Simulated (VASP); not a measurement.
# TaN (P6_3mc) in VASP: further runs

The runs below take TaN through relaxation of shape and atoms at fixed volume, single point, with PBE, PBE+U.

Everything below comes from runs of VASP 6.6.1. Logs are shortened: lines on timing, memory, paths and dates and some standing lists are left out, and cuts for length are marked.

## (1) The cell of the first run

The structure is hexagonal, space group P6_3mc (No. 186). Conventional cell: a = 3.175 Å, b = 3.175 Å, c = 6.140 Å, α = 90.00°, β = 90.00°, γ = 120.00°. Ta (site symmetry 3m) has 4 N at 1.99 to 2.13 Å within 2.6 Å. N (site symmetry 3m) has 4 Ta at 1.99 to 2.13 Å within 2.6 Å.

## (2) Relaxation of shape and atoms at fixed volume, PBE (13.40 Å³/atom)

INCAR reads:

```
SYSTEM = TaN
ALGO     = Fast           ! electronic algorithm
EDIFF    = 1E-7           ! SCF threshold, eV
EDIFFG   = -0.001         ! ionic threshold
ENCUT    = 600            ! plane-wave cutoff, eV
GGA      = PE             ! functional
IBRION   = 2              ! ionic algorithm
ISIF     = 4              ! what is computed and relaxed
ISMEAR   = -1             ! smearing method
LASPH    = .True.         ! aspherical terms in the spheres
LCHARG   = .False.        ! write CHGCAR
LREAL    = .False.        ! projectors in reciprocal space
LWAVE    = .False.        ! write WAVECAR
NELM     = 80             ! most SCF steps
NSW      = 80             ! ionic steps
PREC     = Accurate       ! precision mode
SIGMA    = 0.15           ! smearing width, eV
```

KPOINTS reads:

```
k-points
0
Gamma
  18 18 8
  0 0 0
```

POSCAR reads:

```
TaN
1.0
    3.1750835012      0.0000000000      0.0000000000
   -1.5875417506      2.7497029712      0.0000000000
    0.0000000000      0.0000000000      6.1401005345
Ta N
2 2
Direct
    0.3333333333      0.6666666667      0.0301068634
    0.6666666667      0.3333333333      0.5301068634
    0.3333333333      0.6666666667      0.3548931366
    0.6666666667      0.3333333333      0.8548931366
```

Potentials or basis: VASP PAW PBE potentials, release 64 (Ta_pv, N).

Run with:

```bash
$ cat potpaw_PBE.64/Ta_pv/POTCAR potpaw_PBE.64/N/POTCAR > POTCAR
$ mpirun -np 1 vasp_std > vasp.out
```

OUTCAR:

```text
SYSTEM = TaN
   EDIFF = 1E-7
   EDIFFG = -0.001
   ENCUT = 600
   GGA = PE
   IBRION = 2
   ISIF = 4
   ISMEAR = -1
   LASPH = .True.
   LREAL = .False.
   NELM = 80
   NSW = 80
   PREC = Accurate

 ion  position               nearest neighbor table
   1  0.333  0.667  0.030-   3 1.99   4 2.13   4 2.13   4 2.13   2 3.58   2 3.58   2 3.58   2 3.58
                             2 3.58   2 3.58
   2  0.667  0.333  0.530-   4 1.99   3 2.13   3 2.13   3 2.13   1 3.58   1 3.58   1 3.58   1 3.58
                             1 3.58   1 3.58
   3  0.333  0.667  0.355-   1 1.99   2 2.13   2 2.13   2 2.13
   4  0.667  0.333  0.855-   2 1.99   1 2.13   1 2.13   1 2.13

  LATTYP: Found a hexagonal cell.
 ALAT       =     3.1750835012
 C/A-ratio  =     1.9338390730

  Lattice vectors:

 A1 = (   3.1750835012,   0.0000000000,   0.0000000000)
 A2 = (  -1.5875417506,   2.7497029712,   0.0000000000)
 A3 = (   0.0000000000,   0.0000000000,   6.1401005345)

Analysis of symmetry for initial positions (statically):
=====================================================================
 Subroutine PRICEL returns:
 Original cell was already a primitive cell.

 Routine SETGRP: Setting up the symmetry group for a
 hexagonal supercell.

 Subroutine GETGRP returns: Found 12 space group operations
 (whereof  6 operations were pure point group operations)
 out of a pool of 24 trial point group operations.

The static configuration has the point symmetry C_3v.
 The point group associated with its full space group is C_6v.

Analysis of symmetry for dynamics (positions and initial velocities):
=====================================================================
 Subroutine PRICEL returns:
 Original cell was already a primitive cell.

 Routine SETGRP: Setting up the symmetry group for a
 hexagonal supercell.

 Subroutine GETGRP returns: Found 12 space group operations
 (whereof  6 operations were pure point group operations)
 out of a pool of 24 trial point group operations.

The dynamic configuration has the point symmetry C_3v.
 The point group associated with its full space group is C_6v.

 Subroutine INISYM returns: Found 12 space group operations
 (whereof  6 operations are pure point group operations),
 and found     1 'primitive' translations

----------------------------------------------------------------------------------------

                                     Primitive cell

  volume of cell :      53.6064

  direct lattice vectors                    reciprocal lattice vectors
     3.175083501  0.000000000  0.000000000     0.314952347  0.181837822  0.000000000
    -1.587541751  2.749702971  0.000000000     0.000000000  0.363675644  0.000000000
     0.000000000  0.000000000  6.140100535     0.000000000  0.000000000  0.162863783

  length of vectors
     3.175083501  3.175083501  6.140100535     0.363675644  0.363675644  0.162863783

  position of ions in fractional coordinates (direct lattice)
     0.333333333  0.666666667  0.030106863
     0.666666667  0.333333333  0.530106863
     0.333333333  0.666666667  0.354893137
     0.666666667  0.333333333  0.854893137

  ion indices of the primitive-cell ions
   primitive index   ion index
                 1           1
                 2           2
                 3           3
                 4           4

----------------------------------------------------------------------------------------

 KPOINTS: k-points

Automatic generation of k-mesh.
 Grid dimensions read from file:
 generate k-points for:   18   18    8

 Generating k-lattice:

  Cartesian coordinates                     Fractional coordinates (reciprocal lattice)
     0.017497353  0.010102101  0.000000000     0.055555556 -0.000000000  0.000000000
     0.000000000  0.020204202  0.000000000     0.000000000  0.055555556  0.000000000
     0.000000000  0.000000000  0.020357973     0.000000000  0.000000000  0.125000000

  Length of vectors
     0.020204202  0.020204202  0.020357973

  Shift w.r.t. Gamma in fractional coordinates (k-lattice)
     0.000000000  0.000000000  0.000000000

 Subroutine IBZKPT returns following result:
 ===========================================

 Found    185 irreducible k-points:

 Following reciprocal coordinates:
            Coordinates               Weight
  0.000000  0.000000  0.000000      1.000000
  0.055556  0.000000  0.000000      6.000000
  0.111111  0.000000  0.000000      6.000000
  0.166667  0.000000  0.000000      6.000000
  0.222222 -0.000000  0.000000      6.000000
  0.277778  0.000000  0.000000      6.000000
[... 16 lines left out ...]
  0.333333  0.111111  0.000000     12.000000
  0.388889  0.111111  0.000000     12.000000
 [... further k-points ...]
   k-points           NKPTS =    185   k-points in BZ     NKDIM =    185   number of bands    NBANDS=     20
   number of dos      NEDOS =    301   number of ions     NIONS =      4
   total plane-waves  NPLWV =  39200
   dimension x,y,z NGX =    28 NGY =   28 NGZ =   50
   dimension x,y,z NGXF=    56 NGYF=   56 NGZF=  100
   ions per type =               2   2
   NGX,Y,Z   is equivalent  to a cutoff of  14.66, 14.66, 13.54 a.u.
   NGXF,Y,Z  is equivalent  to a cutoff of  29.32, 29.32, 27.08 a.u.
 SYSTEM =  TaN
   PREC   = accura    normal or accurate (medium, high low for compatibility)
   ISTART =      0    job   : 0-new  1-cont  2-samecut
   ICHARG =      2    charge: 1-file 2-atom 10-const
   ISPIN  =      1    spin polarized calculation?
   LNONCOLLINEAR =      F non collinear calculations
   LSORBIT =      F    spin-orbit coupling
   LASPH  =      T    aspherical Exc in radial PAW
   ENCUT  =  600.0 eV  44.10 Ry    6.64 a.u.   6.34  6.34 12.26*2*pi/ulx,y,z
   NELM   =     80;   NELMIN=  2; NELMDL= -5     # of ELM steps
   EDIFF  = 0.1E-06   stopping-criterion for ELM
   LREAL  =      F    real-space projection
   EDIFFG = -.1E-02   stopping-criterion for IOM
   NSW    =     80    number of steps for IOM
   IBRION =      2    ionic relax: 0-MD 1-quasi-New 2-CG
   NFREE  =      1    steps in history (QN), initial steepest desc. (CG)
   ISIF   =      4    stress and relaxation
   ISYM   =      2    0-nonsym 1-usesym 2-fastsym
   POTIM  = 0.5000    time-step for ionic-motion
   TEBEG  =    0.0;   TEEND  =   0.0 temperature during run
   PSTRESS=    0.0 pullay stress
   NELECT =      32.0000    total number of electrons
   NUPDOWN=      -1.0000    fix difference up-down
   EMIN   =  10.00;   EMAX   =-10.00  energy-range for DOS
   EFERMI =   0.00;   METHOD = LEGACY
   ISMEAR =    -1;   SIGMA  =   0.15  broadening in eV -4-tet -1-fermi 0-gaus
   EFERMI_NEDOS =   21; number of points for ismear=-14 and -15
   IALGO  =     68    algorithm
   IMIX   =      4    mixing-type and parameters
     AMIX     =   0.40;   BMIX     =  1.00
     AMIX_MAG =   1.60;   BMIX_MAG =  1.00
  volume/ion in A,a.u.               =      13.40        90.44
  Fermi-wavevector in a.u.,A,eV,Ry     =   1.378434  2.604863 25.852167  1.900081
  Thomas-Fermi vector in A             =   2.503496
   LORBIT       =      0    0 simple, 1 ext, 2 COOP (PROOUT), +10 PAW based schemes
   GGA     = PE    functional components
   LHFCALC =     F    Hartree Fock is set to
   AEXX    =    0.0000 exact exchange contribution
   IVDW    =     0    specifies the selected vdW correction
   LEPSILON=     F    determine dielectric tensor
   LRPA    =     F    only Hartree local field effects (RPA)
 conjugate gradient relaxation of ions
 non-spin polarized calculation
 RMM-DIIS sequential band-by-band and
  energy-cutoff  :      600.00
  volume of cell :       53.61
 maximum number of plane-waves:      1810
 NGX is ok and might be reduce to    28
   NGX = 13   NGY = 13   NGZ = 25

--------------------------------------- Ionic step        1  -------------------------------------------

 number of electron      32.0000003 magnetization

 Free energy of the ion-electron system (eV)
  ---------------------------------------------------
  ext. energy  EPLUGINS =         0.00000000
  ---------------------------------------------------
  free energy    TOTEN  =       -43.40216010 eV

  energy without entropy =      -43.32039347  energy(sigma->0) =      -43.36127678

------------------------ aborting loop because EDIFF is reached ----------------------------------------

  FORCE on cell =-STRESS in cart. coord.  units (eV):
  Direction    XX          YY          ZZ          XY          YZ          ZX
  --------------------------------------------------------------------------------------
  -------------------------------------------------------------------------------------
  Total       -1.3513511     -1.3513511     -1.7639604      0.0000000      0.0000000      0.0000000
  in kB      -40.3889308    -40.3889308    -52.7209234      0.0000000      0.0000000      0.0000000
  external PRESSURE =     -44.4995950 kB  Pullay stress =       0.0000000 kB
[... 137 lines left out ...]
  energy  without entropy=      -43.3206766337  energy(sigma->0) =      -43.36177530

--------------------------------------- Ionic step        5  -------------------------------------------

 number of electron      32.0000004 magnetization

 Free energy of the ion-electron system (eV)
  ---------------------------------------------------
  ext. energy  EPLUGINS =         0.00000000
  ---------------------------------------------------
  free energy    TOTEN  =       -43.40287418 eV

  energy without entropy =      -43.32065552  energy(sigma->0) =      -43.36176485

 E-fermi :   6.2174     XC(G=0): -11.9945

 val. band max:        6.2047719750   @ k =   0.1111   0.0000   0.1250
 cond. band min:       6.2636983237   @ k =   0.0556   0.0000   0.0000
 fundamental gap:      0.0589263487
 Fermi energy:         6.2174064271

 k-point     1 :       0.0000    0.0000    0.0000
  band No.  band energies     occupation
      1     -29.3696      2.00000
      2     -29.0651      2.00000
      3     -28.8495      2.00000
      4     -28.8495      2.00000
      5     -28.8234      2.00000
      6     -28.8234      2.00000
[... 12 lines left out ...]
     19       8.3608      0.00000
[... 513 lines left out ...]
      4     -29.0860      2.00000
      5     -28.9979      2.00000
      6     -28.9579      2.00000
[... 12 lines left out ...]
     19       8.8232      0.00000
     20       9.3888      0.00000

 [... further k-points ...]

------------------------ aborting loop because EDIFF is reached ----------------------------------------

  FORCE on cell =-STRESS in cart. coord.  units (eV):
  Direction    XX          YY          ZZ          XY          YZ          ZX
  --------------------------------------------------------------------------------------
  -------------------------------------------------------------------------------------
  Total       -1.3988400     -1.3988400     -1.3973284      0.0000000      0.0000000      0.0000000
  in kB      -41.8082706    -41.8082706    -41.7630937      0.0000000      0.0000000      0.0000000
  external PRESSURE =     -41.7932116 kB  Pullay stress =       0.0000000 kB
[... 19 lines left out ...]
  FREE ENERGIE OF THE ION-ELECTRON SYSTEM (eV)
  ---------------------------------------------------
  free  energy   TOTEN  =       -43.4028741781 eV

  energy  without entropy=      -43.3206555220  energy(sigma->0) =      -43.36176485

 reached required accuracy - stopping structural energy minimisation
```

Wall time 17 min (1 thread of Oxide Virtual Turin-like, shared host); peak memory 0.33 GiB.

What came out:

```yaml
Free_energy: -43.4029 eV
Energy_gained_by_relaxing: 0.2 meV/atom
Ionic_steps: 5
Pressure_after_relaxing: -4.2 GPa
Band_gap_on_the_k_mesh: zero (bands 16 and 17 overlap by 0.47 eV)
```

Step by step:
| step | energy change (eV) | largest force (eV/Å) | pressure (GPa) | volume (Å³) |
| --- | --- | --- | --- | --- |
| 1 | 0.0000 | 0.0018 | -4.45 | 53.61 |
| 2 | -0.0003 | 0.0885 | -4.16 | 53.61 |
| 3 | -0.0004 | 0.0552 | -4.27 | 53.61 |
| 4 | -0.0007 | 0.0013 | -4.18 | 53.61 |
| 5 | -0.0007 | 0.0001 | -4.18 | 53.61 |

Final structure:
```cif
data_structure
_symmetry_space_group_name_H-M 'P 1'
_symmetry_Int_Tables_number 1
_cell_length_a 3.1806
_cell_length_b 3.1806
_cell_length_c 6.1186
_cell_angle_alpha 90.000
_cell_angle_beta 90.000
_cell_angle_gamma 120.000
_cell_volume 53.61
loop_
_atom_site_label
_atom_site_type_symbol
_atom_site_fract_x
_atom_site_fract_y
_atom_site_fract_z
_atom_site_occupancy
Ta1 Ta 0.33333 0.66667 0.02971 1
Ta2 Ta 0.66667 0.33333 0.52971 1
N1 N 0.33333 0.66667 0.35529 1
N2 N 0.66667 0.33333 0.85529 1
```

Levels at points of the mesh, in eV from the Fermi level:
```csv
k point,band 12,band 13,band 14,band 15,band 16,band 17,band 18,band 19,band 20
"(0.00, 0.00, 0.00)",-5.24,-4.41,-4.41,-0.82,-0.57,0.18,0.18,2.14,2.14
"(0.50, 0.00, 0.00)",-5.43,-4.69,-3.61,-2.13,-0.48,1.18,2.12,2.62,3.25
"(0.00, 0.00, 0.50)",-4.87,-4.87,-4.87,0.28,0.28,0.99,0.99,0.99,0.99
"(0.50, 0.00, 0.50)",-5.30,-4.66,-4.66,-0.83,-0.83,1.47,1.47,3.17,3.17
```

Caveat: spin-orbit coupling is left out, which moves the levels of the heavy elements.

## (3) Single point, PBE+U

INCAR reads:

```
PREC = Accurate ; ENCUT = 520
EDIFF = 1E-6 ; ISMEAR = -4
SIGMA = 0.15 ; LREAL = False
LASPH = True ; NELM = 150
ALGO = Normal ; ISIF = 2
LWAVE = False ; LCHARG = True
LMAXMIX = 4 ; LDAU = True
LDAUTYPE = 2 ; LDAUL = 2 -1
LDAUU = 4 0 ; LDAUJ = 0 0
LDAUPRINT = 1 ; GGA = PE
LELF = True ; LVHAR = True
NBANDS = 24
```

KPOINTS reads:

```
Automatic mesh
0
Gamma
  18 18 8
```

POSCAR reads:

```
TaN
1.0
    3.1649487682      0.0000000000      0.0000000000
   -1.5824743841      2.7409260349      0.0000000000
    0.0000000000      0.0000000000      6.1794868989
Ta N
2 2
Direct
    0.3333333333      0.6666666667      0.0319389500
    0.6666666667      0.3333333333      0.5319389500
    0.3333333333      0.6666666667      0.3530610500
    0.6666666667      0.3333333333      0.8530610500
```

Potentials or basis: VASP PAW PBE potentials, release 64 (Ta_pv, N).

Run with:

```bash
$ cat potpaw_PBE.64/Ta_pv/POTCAR potpaw_PBE.64/N/POTCAR > POTCAR
$ mpirun -np 1 vasp_std > vasp.out
```

Wall time 3.7 min (1 thread of Oxide Virtual Turin-like, shared host); peak memory 0.3 GiB.

Results (log left out):

| Item | Value |
| --- | --- |
| Free energy | -36.3887 eV |
| Pressure | 4.5 GPa |
| Largest force | 0.073 eV/Å |
| Band gap on the k mesh | 0.04 eV (least direct gap 0.25 eV) |

Forces in eV/Å, atoms in the order of the input:
```
Ta   0.000  0.000 -0.073
Ta   0.000  0.000 -0.073
N    0.000  0.000  0.073
N    0.000  0.000  0.073
```

Stress tensor (GPa, compression positive):
```
3.84 0.00 0.00
0.00 3.84 0.00
0.00 0.00 5.96
```

Levels at points of the mesh, in eV from the valence-band top:
| k point | band 12 | band 13 | band 14 | band 15 | band 16 | band 17 | band 18 | band 19 | band 20 | band 21 |
| --- | --- | --- | --- | --- | --- | --- | --- | --- | --- | --- |
| (0.00, 0.00, 0.00) | -5.01 | -4.18 | -4.18 | -1.13 | -0.74 | 0.62 | 0.62 | 2.67 | 2.67 | 2.77 |
| (0.50, 0.00, 0.00) | -5.23 | -4.83 | -3.55 | -2.04 | -0.65 | 1.22 | 2.32 | 3.02 | 3.82 | 4.16 |
| (0.00, 0.00, 0.50) | -4.64 | -4.64 | -4.64 | -0.05 | -0.05 | 1.40 | 1.40 | 1.40 | 1.40 | 4.62 |
| (0.50, 0.00, 0.50) | -5.34 | -4.50 | -4.50 | -0.90 | -0.90 | 1.56 | 1.56 | 3.73 | 3.73 | 4.62 |

Eigenvalues of the final occupation matrices:
```csv
site,spin,trace,eigenvalues
site 1 d,1,1.10,0.15 0.15 0.25 0.25 0.28
site 1 d,2,1.10,0.15 0.15 0.25 0.25 0.28
site 2 d,1,1.10,0.15 0.15 0.25 0.25 0.28
site 2 d,2,1.10,0.15 0.15 0.25 0.25 0.28
```

Caveat: the cell stands under pressure; spin-orbit coupling is left out, which moves the levels of the heavy elements. A k mesh can miss the band edges.

The gap in the log of VASP goes by the Fermi energy; the results here count the filled bands.